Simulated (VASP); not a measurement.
# ScSi2 in VASP: a series of runs, part 3 of 3

VASP 6.6.1. The steps go on from the part before.

### 6 Single point, PBE

This run uses another cell than the first one, of 18.60 Å³/atom.

INCAR reads:

```
SYSTEM = ScSi2
  PREC = Accurate
  ENCUT = 520
  EDIFF = 1E-7
  ISMEAR = 0
  SIGMA = 0.1
  LREAL = .FALSE.
  LASPH = .TRUE.
  NELM = 100
  ALGO = Normal
  ISIF = 2
  LWAVE = .FALSE.
  LCHARG = .FALSE.
  GGA = PE
  NBANDS = 16
```

KPOINTS reads:

```
Automatic mesh
0
G
  10 10 16
  0 0 0
```

POSCAR reads:

```
ScSi2
1.0
    3.6467531828      0.0000000000      0.0000000000
    0.0000000000      3.6467531828      0.0000000000
    0.0000000000      0.0000000000      4.1955198278
Sc Si
1 2
Direct
    0.0000000000      0.0000000000      0.0000000000
    0.5000000000      0.0000000000      0.5000000000
    0.0000000000      0.5000000000      0.5000000000
```

Potentials or basis: VASP PAW PBE potentials, release 64 (Sc_sv, Si).

The run is started by

```bash
> cat potpaw_PBE.64/Sc_sv/POTCAR potpaw_PBE.64/Si/POTCAR > POTCAR
> mpirun -np 1 vasp_std > vasp.out
```

OUTCAR:

```text
SYSTEM = ScSi2
   PREC = Accurate
   ENCUT = 520
   EDIFF = 1E-7
   ISMEAR = 0
   LREAL = .FALSE.
   LASPH = .TRUE.
   NELM = 100
   ISIF = 2
   GGA = PE

 ion  position               nearest neighbor table
   1  0.000  0.000  0.000-   2 2.78   3 2.78   2 2.78   3 2.78   3 2.78   3 2.78   2 2.78   2 2.78

   2  0.500  0.000  0.500-   3 2.58   3 2.58   3 2.58   3 2.58   1 2.78   1 2.78   1 2.78   1 2.78

   3  0.000  0.500  0.500-   2 2.58   2 2.58   2 2.58   2 2.58   1 2.78   1 2.78   1 2.78   1 2.78

  LATTYP: Found a simple tetragonal cell.
 ALAT       =     3.6467531828
 C/A-ratio  =     1.1504808846

  Lattice vectors:

 A1 = (   3.6467531828,   0.0000000000,   0.0000000000)
 A2 = (   0.0000000000,   3.6467531828,   0.0000000000)
 A3 = (   0.0000000000,   0.0000000000,   4.1955198278)

Analysis of symmetry for initial positions (statically):
=====================================================================
 Subroutine PRICEL returns:
 Original cell was already a primitive cell.

 Routine SETGRP: Setting up the symmetry group for a
 simple tetragonal supercell.

 Subroutine GETGRP returns: Found 16 space group operations
 (whereof 16 operations were pure point group operations)
 out of a pool of 16 trial point group operations.

The static configuration has the point symmetry D_4h.

Analysis of symmetry for dynamics (positions and initial velocities):
=====================================================================
 Subroutine PRICEL returns:
 Original cell was already a primitive cell.

 Routine SETGRP: Setting up the symmetry group for a
 simple tetragonal supercell.

 Subroutine GETGRP returns: Found 16 space group operations
 (whereof 16 operations were pure point group operations)
 out of a pool of 16 trial point group operations.

[... 112 lines left out ...]
   PSTRESS=    0.0 pullay stress
   NELECT =      19.0000    total number of electrons
   NUPDOWN=      -1.0000    fix difference up-down
   EMIN   =  10.00;   EMAX   =-10.00  energy-range for DOS
   EFERMI =   0.00;   METHOD = LEGACY
   ISMEAR =     0;   SIGMA  =   0.10  broadening in eV -4-tet -1-fermi 0-gaus
   EFERMI_NEDOS =   21; number of points for ismear=-14 and -15
   IALGO  =     38    algorithm
   IMIX   =      4    mixing-type and parameters
     AMIX     =   0.40;   BMIX     =  1.00
     AMIX_MAG =   1.60;   BMIX_MAG =  1.00
  volume/ion in A,a.u.               =      18.60       125.51
  Fermi-wavevector in a.u.,A,eV,Ry     =   1.143211  2.160356 17.781892  1.306932
  Thomas-Fermi vector in A             =   2.279907
   LORBIT       =      0    0 simple, 1 ext, 2 COOP (PROOUT), +10 PAW based schemes
   GGA     = PE    functional components
   LHFCALC =     F    Hartree Fock is set to
   AEXX    =    0.0000 exact exchange contribution
   IVDW    =     0    specifies the selected vdW correction
   LEPSILON=     F    determine dielectric tensor
   LRPA    =     F    only Hartree local field effects (RPA)
 non-spin polarized calculation
 Gauss-broadening in eV      SIGMA  =   0.10
  energy-cutoff  :      520.00
  volume of cell :       55.80
 maximum number of plane-waves:      1548
 NGX is ok and might be reduce to    28
   NGX = 13   NGY = 13   NGZ = 15

 number of electron      18.9999994 magnetization

 Free energy of the ion-electron system (eV)
  ---------------------------------------------------
  ext. energy  EPLUGINS =         0.00000000
  ---------------------------------------------------
  free energy    TOTEN  =       -18.21233163 eV

  energy without entropy =      -18.20752111  energy(sigma->0) =      -18.20992637

 E-fermi :   6.2107     XC(G=0): -10.2771

 val. band max:        6.2044039966   @ k =   0.4000   0.1000   0.0625
 cond. band min:       6.2116243071   @ k =   0.1000   0.0000   0.5000
 fundamental gap:      0.0072203105
 Fermi energy:         6.2106526333

 k-point     1 :       0.0000    0.0000    0.0000
  band No.  band energies     occupation
      1     -42.9479      2.00000
      2     -21.6627      2.00000
      3     -21.5570      2.00000
      4     -21.5570      2.00000
      5      -5.2321      2.00000
      6       3.6284      2.00000
[... 433 lines left out ...]
      3     -21.5847      2.00000
      4     -21.5549      2.00000
      5      -4.7708      2.00000
      6       1.3215      2.00000
[... 8 lines left out ...]
     15      10.6800      0.00000
     16      11.7794      0.00000

 [... further k-points ...]
[... 5 lines left out ...]
  --------------------------------------------------------------------------------------
  -------------------------------------------------------------------------------------
  Total        0.0118312      0.0118312      0.0566266      0.0000000      0.0000000     -0.0000000
  in kB        0.3397350      0.3397350      1.6260445      0.0000000      0.0000000     -0.0000000
  external PRESSURE =       0.7685048 kB  Pullay stress =       0.0000000 kB

 VOLUME and BASIS-vectors are now :
 -----------------------------------------------------------------------------
  energy-cutoff  :      520.00
  volume of cell :       55.80
      direct lattice vectors                 reciprocal lattice vectors
     3.646753183  0.000000000  0.000000000     0.274216529  0.000000000  0.000000000
     0.000000000  3.646753183  0.000000000     0.000000000  0.274216529  0.000000000
     0.000000000  0.000000000  4.195519828     0.000000000  0.000000000  0.238349487

 POSITION                                       TOTAL-FORCE (eV/Angst)
 -----------------------------------------------------------------------------------
      0.00000      0.00000      0.00000         0.000000      0.000000      0.000000
      1.82338      0.00000      2.09776         0.000000      0.000000      0.000000
      0.00000      1.82338      2.09776         0.000000      0.000000      0.000000
 -----------------------------------------------------------------------------------
    total drift:                               -0.000000     -0.000000     -0.000000

  FREE ENERGIE OF THE ION-ELECTRON SYSTEM (eV)
  ---------------------------------------------------
  free  energy   TOTEN  =       -18.2123316341 eV

  energy  without entropy=      -18.2075211086  energy(sigma->0) =      -18.20992637
```

stdout:

```text
POSCAR found type information on POSCAR ScSi
 POSCAR found :  2 types and       3 ions
 scaLAPACK will be used
 LDA part: xc-table for (Slater+PW92), standard interpolation
 POSCAR, INCAR and KPOINTS ok, starting setup
 FFT: planning ... GRIDC
 FFT: planning ... GRID_SOFT
 FFT: planning ... GRID
 WAVECAR not read
 entering main loop
```

Wall time 92 s (1 thread of AMD EPYC 9R45 (Zen 5), shared host); peak memory 0.26 GiB.

Results:

* Free energy: -18.2123 eV
* Pressure: 0.1 GPa
* Band gap on the k mesh: zero (an odd number of electrons rules out a gap without spin polarisation)

### 7 Summary

| task | spin | cell | k mesh | cutoff (eV) | gap on the mesh (eV) | pressure (GPa) | largest force (eV/Å) |
| --- | --- | --- | --- | --- | --- | --- | --- |
| single point | off | a = 4.139, b = 4.139, c = 3.308 Å, 3 atoms, atomic positions A | 4 × 4 × 6 | 520 | none | 46.2 | 0.96 |
| single point | off | a = 4.606, b = 4.606, c = 2.853 Å, 3 atoms, atomic positions B | 4 × 4 × 6 | 520 | none | 0.1 | - |
| relaxation of cell and atoms | off | relaxed from a = 4.139, b = 4.139, c = 3.308 Å, 3 atoms, atomic positions A | 4 × 4 × 6 | 600 | none | 0.0 | 0.01 |
| single point | collinear | a = 4.606, b = 4.606, c = 2.853 Å, 3 atoms, atomic positions B | 4 × 4 × 6 | 520 | none | 0.1 | - |
| single point | off | a = 3.647, b = 3.647, c = 4.196 Å, 3 atoms, atomic positions B | 10 × 10 × 16 | 520 | none | 0.1 | - |

Alike in all rows: level PBE; potentials or basis VASP PAW PBE potentials, release 64 (Sc_sv, Si); smearing gaussian 0.1 eV.

Caveats: some runs use coarse meshes.

Total energies depend on the potentials used, so only differences within one code and one set of settings carry meaning.

The gap in the log of VASP goes by the Fermi energy; the results here count the filled bands.